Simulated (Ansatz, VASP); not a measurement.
**Mg in VASP and in Ansatz**

The input INCAR:

```
  ALGO = Normal
  EDIFF = 1E-7
  EDIFFG = -0.025
  ENCUT = 600
  GGA = PE
  IBRION = 2
  ISIF = 3
  ISMEAR = 0
  LASPH = T
  LCHARG = F
  LREAL = F
  LWAVE = F
  NELM = 60
  NSW = 80
  PREC = Accurate
  SIGMA = 0.2
```

Contents of KPOINTS:

```
k-points
0
Gamma
  6 4 4
```

Contents of POSCAR:

```
Mg
1.0
    2.2314368681      2.3154853936     -0.0415740747
    2.1210620901     -2.2907315957      4.5744023592
    2.3162189264     -2.3152276371     -4.6820564482
Mg
4
Direct
   -0.0598843239     -0.0025466029      0.0003462454
    0.4936215231      0.5278981782      1.0027626429
    0.5119339937     -0.0472066015      0.5053711892
    0.0543288072      0.5218550262      0.4915199226
```

Input for Ansatz:

```yaml
crystal:
  lattice:
    - [2.2314368681, 2.3154853936, -0.0415740747]
    - [2.1210620901, -2.2907315957, 4.5744023592]
    - [2.3162189264, -2.3152276371, -4.6820564482]
  atoms:
    - { symbol: Mg, position: [-0.0598843239, -0.0025466029, 0.0003462454] }
    - { symbol: Mg, position: [0.4936215231, 0.5278981782, 1.0027626429] }
    - { symbol: Mg, position: [0.5119339937, -0.0472066015, 0.5053711892] }
    - { symbol: Mg, position: [0.0543288072, 0.5218550262, 0.4915199226] }
basis:
  ecutwfc: 420
kpoints:
  mp_grid: { grid: [6, 4, 4] }
hamiltonian:
  xc: pbe
scf:
  occupations: { method: gaussian, width: 0.2 }
  lower_state_search: "off"
output:
  forces: true
  stress: true
  eigenvalues: true
relax:
  adjacent_minimum: "off"
  f_tol: 0.025
  max_steps: 60
  cell: { stress_tol: 0.25 }
```

Change from the starting cell: cell x4, atoms moved at random (sigma 0.1 Å) and cell strained at random (1.5 %), then relaxed without symmetry.

Alike in both runs: task relaxation of cell and atoms; functional PBE; k mesh 6 × 4 × 4; occupations gaussian, width 0.2 eV; no spin polarisation.

|  | VASP | Ansatz |
| --- | --- | --- |
| version | VASP 6.6.1 | Ansatz 0.2.0 |
| potentials or method | VASP PAW PBE potentials, release 64 (Mg), cutoff 600 eV | scalar-relativistic, plane waves, PAW |
| valence electrons in the cell | 8 | 40 |

```csv
,VASP,Ansatz,Ansatz less VASP
"gap on the k mesh at the Fermi level, each at its own relaxed structure (eV)",none,none,-
relaxed volume (Å³/atom),23.01,23.09,+0.085
relaxed cell length with the largest relative difference (Å),5.481,5.492,+0.0115
```

A gap of «none» marks a metal or a gap that the smearing closes. VASP's potentials hold 8 valence electrons a cell and Ansatz's 40, so a difference there can come from the potentials and not from the codes.
